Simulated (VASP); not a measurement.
# Zr (Fm-3m) in VASP: a series of runs

The runs below take Zr through single point, with RPBE.

All numbers are computed with VASP 6.6.1; they aren't measurements. Logs are shortened: lines on timing, memory, paths and dates and some standing lists are left out, and cuts for length are marked.

## 1. The cell of the first run

Symmetry: Fm-3m, No. 225, cubic system. The conventional cell has a = 4.377 Å, b = 4.377 Å, c = 4.377 Å, α = 90.00°, β = 90.00°, γ = 90.00°. Zr (site symmetry m-3m) has 12 Zr at 3.09 Å within 4.1 Å.

## 2. Single point, RPBE (volume scaled by 0.88)

The input, INCAR:

```
  PREC = Accurate
  ENCUT = 520
  EDIFF = 1E-6
  ISMEAR = -1
  SIGMA = 0.1
  LREAL = F
  LASPH = T
  NELM = 80
  ALGO = Normal
  ISIF = 2
  LWAVE = F
  LCHARG = T
  GGA = RP
  LELF = T
  LVHAR = T
  NBANDS = 12
```

The input, KPOINTS:

```
regular mesh
0
Gamma
  13 13 13
```

The input, POSCAR:

```
Zr
1.0
    0.0000000000      2.1883757507      2.1883757507
    2.1883757507      0.0000000000      2.1883757507
    2.1883757507      2.1883757507      0.0000000000
Zr
1
Direct
    0.0000000000      0.0000000000      0.0000000000
```

Potentials or basis: VASP PAW PBE potentials, release 64 (Zr_sv).

The run is started by

```console
$ cat potpaw_PBE.64/Zr_sv/POTCAR > POTCAR
$ mpirun -np 1 vasp_std > vasp.out
```

OUTCAR:

```text
PREC = Accurate
   ENCUT = 520
   EDIFF = 1E-6
   ISMEAR = -1
   LREAL = F
   LASPH = T
   NELM = 80
   ISIF = 2
   GGA = RP

 ion  position               nearest neighbor table
   1  0.000  0.000  0.000-

  LATTYP: Found a face centered cubic cell.
 ALAT       =     4.3767515014

  Lattice vectors:

 A1 = (   0.0000000000,   2.1883757507,   2.1883757507)
 A2 = (   2.1883757507,   0.0000000000,   2.1883757507)
 A3 = (   2.1883757507,   2.1883757507,   0.0000000000)

Analysis of symmetry for initial positions (statically):
=====================================================================
 Subroutine PRICEL returns:
 Original cell was already a primitive cell.

 Routine SETGRP: Setting up the symmetry group for a
 face centered cubic supercell.

 Subroutine GETGRP returns: Found 48 space group operations
 (whereof 48 operations were pure point group operations)
 out of a pool of 48 trial point group operations.

The static configuration has the point symmetry O_h .

Analysis of symmetry for dynamics (positions and initial velocities):
=====================================================================
 Subroutine PRICEL returns:
 Original cell was already a primitive cell.

 Routine SETGRP: Setting up the symmetry group for a
 face centered cubic supercell.

 Subroutine GETGRP returns: Found 48 space group operations
 (whereof 48 operations were pure point group operations)
 out of a pool of 48 trial point group operations.

The dynamic configuration has the point symmetry O_h .

 Subroutine INISYM returns: Found 48 space group operations
 (whereof 48 operations are pure point group operations),
 and found     1 'primitive' translations

----------------------------------------------------------------------------------------

                                     Primitive cell

  volume of cell :      20.9602

  direct lattice vectors                    reciprocal lattice vectors
     0.000000000  2.188375751  2.188375751    -0.228479958  0.228479958  0.228479958
     2.188375751  0.000000000  2.188375751     0.228479958 -0.228479958  0.228479958
     2.188375751  2.188375751  0.000000000     0.228479958  0.228479958 -0.228479958

  length of vectors
     3.094830666  3.094830666  3.094830666     0.395738896  0.395738896  0.395738896

  position of ions in fractional coordinates (direct lattice)
     0.000000000  0.000000000  0.000000000

  ion indices of the primitive-cell ions
   primitive index   ion index
                 1           1

----------------------------------------------------------------------------------------

 KPOINTS: regular mesh

Automatic generation of k-mesh.
 Grid dimensions read from file:
 generate k-points for:   13   13   13

 Generating k-lattice:

  Cartesian coordinates                     Fractional coordinates (reciprocal lattice)
    -0.017575381  0.017575381  0.017575381     0.076923077  0.000000000  0.000000000
     0.017575381 -0.017575381  0.017575381     0.000000000  0.076923077  0.000000000
     0.017575381  0.017575381 -0.017575381     0.000000000  0.000000000  0.076923077

  Length of vectors
     0.030441454  0.030441454  0.030441454

  Shift w.r.t. Gamma in fractional coordinates (k-lattice)
     0.000000000  0.000000000  0.000000000

 Subroutine IBZKPT returns following result:
 ===========================================

 Found     84 irreducible k-points:

 Following reciprocal coordinates:
            Coordinates               Weight
  0.000000  0.000000  0.000000      1.000000
  0.076923  0.000000  0.000000      8.000000
  0.153846  0.000000  0.000000      8.000000
  0.230769  0.000000  0.000000      8.000000
  0.307692  0.000000  0.000000      8.000000
  0.384615  0.000000  0.000000      8.000000
[... 16 lines left out ...]
  0.384615  0.153846  0.000000     24.000000
  0.461538  0.153846  0.000000     24.000000
 [... further k-points ...]
   k-points           NKPTS =     84   k-points in BZ     NKDIM =     84   number of bands    NBANDS=     12
   number of dos      NEDOS =    301   number of ions     NIONS =      1
   total plane-waves  NPLWV =  13824
   dimension x,y,z NGX =    24 NGY =   24 NGZ =   24
   dimension x,y,z NGXF=    48 NGYF=   48 NGZF=   48
   ions per type =               1
   NGX,Y,Z   is equivalent  to a cutoff of  12.89, 12.89, 12.89 a.u.
   NGXF,Y,Z  is equivalent  to a cutoff of  25.78, 25.78, 25.78 a.u.
 SYSTEM =  unknown system
   PREC   = accura    normal or accurate (medium, high low for compatibility)
   ISTART =      0    job   : 0-new  1-cont  2-samecut
   ICHARG =      2    charge: 1-file 2-atom 10-const
   ISPIN  =      1    spin polarized calculation?
   LNONCOLLINEAR =      F non collinear calculations
   LSORBIT =      F    spin-orbit coupling
   LASPH  =      T    aspherical Exc in radial PAW
   ENCUT  =  520.0 eV  38.22 Ry    6.18 a.u.   5.75  5.75  5.75*2*pi/ulx,y,z
   NELM   =     80;   NELMIN=  2; NELMDL= -5     # of ELM steps
   EDIFF  = 0.1E-05   stopping-criterion for ELM
   LREAL  =      F    real-space projection
   EDIFFG = 0.1E-04   stopping-criterion for IOM
   NSW    =      0    number of steps for IOM
   IBRION =     -1    ionic relax: 0-MD 1-quasi-New 2-CG
   NFREE  =      0    steps in history (QN), initial steepest desc. (CG)
   ISIF   =      2    stress and relaxation
   ISYM   =      2    0-nonsym 1-usesym 2-fastsym
   POTIM  = 0.5000    time-step for ionic-motion
   TEBEG  =    0.0;   TEEND  =   0.0 temperature during run
   PSTRESS=    0.0 pullay stress
   NELECT =      12.0000    total number of electrons
   NUPDOWN=      -1.0000    fix difference up-down
   EMIN   =  10.00;   EMAX   =-10.00  energy-range for DOS
   EFERMI =   0.00;   METHOD = LEGACY
   ISMEAR =    -1;   SIGMA  =   0.10  broadening in eV -4-tet -1-fermi 0-gaus
   EFERMI_NEDOS =   21; number of points for ismear=-14 and -15
   IALGO  =     38    algorithm
   IMIX   =      4    mixing-type and parameters
     AMIX     =   0.40;   BMIX     =  1.00
     AMIX_MAG =   1.60;   BMIX_MAG =  1.00
  volume/ion in A,a.u.               =      20.96       141.45
  Fermi-wavevector in a.u.,A,eV,Ry     =   1.359367  2.568831 25.141911  1.847878
  Thomas-Fermi vector in A             =   2.486121
   LORBIT       =      0    0 simple, 1 ext, 2 COOP (PROOUT), +10 PAW based schemes
   GGA     = RP    functional components
   LHFCALC =     F    Hartree Fock is set to
   AEXX    =    0.0000 exact exchange contribution
   IVDW    =     0    specifies the selected vdW correction
   LEPSILON=     F    determine dielectric tensor
   LRPA    =     F    only Hartree local field effects (RPA)
 non-spin polarized calculation
  energy-cutoff  :      520.00
  volume of cell :       20.96
 maximum number of plane-waves:       572
   NGX = 11   NGY = 11   NGZ = 11

 number of electron      12.0000000 magnetization

 Free energy of the ion-electron system (eV)
  ---------------------------------------------------
  ext. energy  EPLUGINS =         0.00000000
  ---------------------------------------------------
  free energy    TOTEN  =        -7.96666068 eV

  energy without entropy =       -7.92189273  energy(sigma->0) =       -7.94427671

 E-fermi :  10.1918     XC(G=0): -11.4981

 val. band max:       10.1825051010   @ k =   0.4615   0.3077   0.1538
 cond. band min:      10.1949626322   @ k =  -0.3077   0.3077   0.0769
 fundamental gap:      0.0124575312
 Fermi energy:        10.1917574669

 k-point     1 :       0.0000    0.0000    0.0000
  band No.  band energies     occupation
      1     -38.3610      2.00000
      2     -15.7045      2.00000
      3     -15.7045      2.00000
      4     -15.7045      2.00000
      5       4.4923      2.00000
      6      11.1976      0.00009
      7      11.1976      0.00009
      8      11.1976      0.00009
      9      13.9623      0.00000
     10      13.9623      0.00000
     11      20.8633      0.00000
     12      25.4755      0.00000

 k-point     2 :       0.0769    0.0000    0.0000
  band No.  band energies     occupation
      1     -38.3490      2.00000
      2     -15.7872      2.00000
      3     -15.7144      2.00000
      4     -15.7144      2.00000
      5       4.7064      2.00000
      6      10.9982      0.00063
      7      11.2974      0.00003
      8      11.2974      0.00003
      9      13.8558      0.00000
     10      13.8558      0.00000
     11      21.3260      0.00000
     12      24.6429      0.00000

 k-point     3 :       0.1538    0.0000    0.0000
  band No.  band energies     occupation
      1     -38.3153      2.00000
      2     -16.0114      2.00000
      3     -15.7416      2.00000
      4     -15.7416      2.00000
      5       5.2952      2.00000
      6      10.5588      0.04967
      7      11.5139      0.00000
      8      11.5139      0.00000
      9      13.6860      0.00000
     10      13.6860      0.00000
     11      22.2719      0.00000
     12      23.5620      0.00000
[... 286 lines left out ...]
 k-point    23 :       0.3846    0.1538    0.0000
  band No.  band energies     occupation
      1     -38.1739      2.00000
      2     -16.6973      2.00000
      3     -15.9611      2.00000
      4     -15.9334      2.00000
      5       7.4204      2.00000
      6       9.6032      1.99446
      7      10.6992      0.01243
      8      12.0570      0.00000
      9      14.8013      0.00000
     10      15.6614      0.00000
     11      21.9101      0.00000
     12      24.2603      0.00000

 k-point    24 :       0.4615    0.1538    0.0000
  band No.  band energies     occupation
      1     -38.1402      2.00000
      2     -16.8699      2.00000
      3     -16.0256      2.00000
      4     -15.9432      2.00000
      5       7.6074      2.00000
      6       9.8183      1.95336
      7      10.8200      0.00373
      8      11.8141      0.00000
      9      16.0840      0.00000
     10      16.0908      0.00000
     11      20.9997      0.00000
     12      22.8783      0.00000

 [... further k-points ...]

------------------------ aborting loop because EDIFF is reached ----------------------------------------

  FORCE on cell =-STRESS in cart. coord.  units (eV):
  Direction    XX          YY          ZZ          XY          YZ          ZX
  --------------------------------------------------------------------------------------
  -------------------------------------------------------------------------------------
  Total        1.7580348      1.7580348      1.7580348     -0.0000000     -0.0000000     -0.0000000
  in kB      134.3823948    134.3823948    134.3823948     -0.0000000     -0.0000000     -0.0000000
  external PRESSURE =     134.3823948 kB  Pullay stress =       0.0000000 kB

 VOLUME and BASIS-vectors are now :
 -----------------------------------------------------------------------------
  energy-cutoff  :      520.00
  volume of cell :       20.96
      direct lattice vectors                 reciprocal lattice vectors
     0.000000000  2.188375751  2.188375751    -0.228479958  0.228479958  0.228479958
     2.188375751  0.000000000  2.188375751     0.228479958 -0.228479958  0.228479958
     2.188375751  2.188375751  0.000000000     0.228479958  0.228479958 -0.228479958

 POSITION                                       TOTAL-FORCE (eV/Angst)
 -----------------------------------------------------------------------------------
      0.00000      0.00000      0.00000         0.000000      0.000000     -0.000000
 -----------------------------------------------------------------------------------
    total drift:                                0.000000      0.000000     -0.000000

  FREE ENERGIE OF THE ION-ELECTRON SYSTEM (eV)
  ---------------------------------------------------
  free  energy   TOTEN  =        -7.9666606836 eV

  energy  without entropy=       -7.9218927332  energy(sigma->0) =       -7.94427671
```

Run time: 12 s. Hardware: 1 thread of Intel Xeon 6975P-C (Granite Rapids), shared host; peak memory 0.14 GiB.

What came out:

```
Free energy            : -7.9667 eV
Pressure               : 13.4 GPa
Band gap on the k mesh : zero (band 6 reaches 11.20 eV, above the bottom of band 7 at 9.57 eV)
```

Levels at points of the mesh, in eV from the Fermi level:
| k point | band 2 | band 3 | band 4 | band 5 | band 6 | band 7 | band 8 | band 9 | band 10 | band 11 |
| --- | --- | --- | --- | --- | --- | --- | --- | --- | --- | --- |
| (0.00, 0.00, 0.00) | -25.90 | -25.90 | -25.90 | -5.70 | 1.01 | 1.01 | 1.01 | 3.77 | 3.77 | 10.67 |

Caveat: the PAW data sets were made with another functional, which shifts forces and pressure a little.

## 3. Single point, RPBE (volume scaled by 0.92)

The input, INCAR:

```
PREC = Accurate ; ENCUT = 520
EDIFF = 1E-7 ; ISMEAR = -1
SIGMA = 0.1 ; LREAL = False
LASPH = True ; NELM = 60
ALGO = Normal ; ISIF = 2
LWAVE = False ; LCHARG = False
GGA = RP ; NBANDS = 12
```

The input, KPOINTS:

```
Automatic mesh
0
Gamma
  13 13 13
```

The input, POSCAR:

```
Zr
1.0
    0.0000000000      2.2210428915      2.2210428915
    2.2210428915      0.0000000000      2.2210428915
    2.2210428915      2.2210428915      0.0000000000
Zr
1
Direct
    0.0000000000      0.0000000000      0.0000000000
```

Potentials or basis: VASP PAW PBE potentials, release 64 (Zr_sv).

The run is started by

```console
$ cat potpaw_PBE.64/Zr_sv/POTCAR > POTCAR
$ mpirun -np 1 vasp_std > vasp.out
```

Wall time 15 s (1 thread of Intel Xeon 6975P-C (Granite Rapids), shared host); peak memory 0.14 GiB.

The run converged. Its results:

- Free energy: -8.0312 eV
- Pressure: 8.2 GPa
- Band gap on the k mesh: zero (band 6 reaches 10.66 eV, above the bottom of band 7 at 9.07 eV)

Levels at points of the mesh, in eV from the Fermi level:
```tsv
k point	band 3	band 4	band 5	band 6	band 7	band 8	band 9	band 10
(0.00, 0.00, 0.00)	-26.05	-26.05	-5.64	1.00	1.00	1.00	3.61	3.61
```

Caveat: the PAW data sets were made with another functional, which shifts forces and pressure a little.
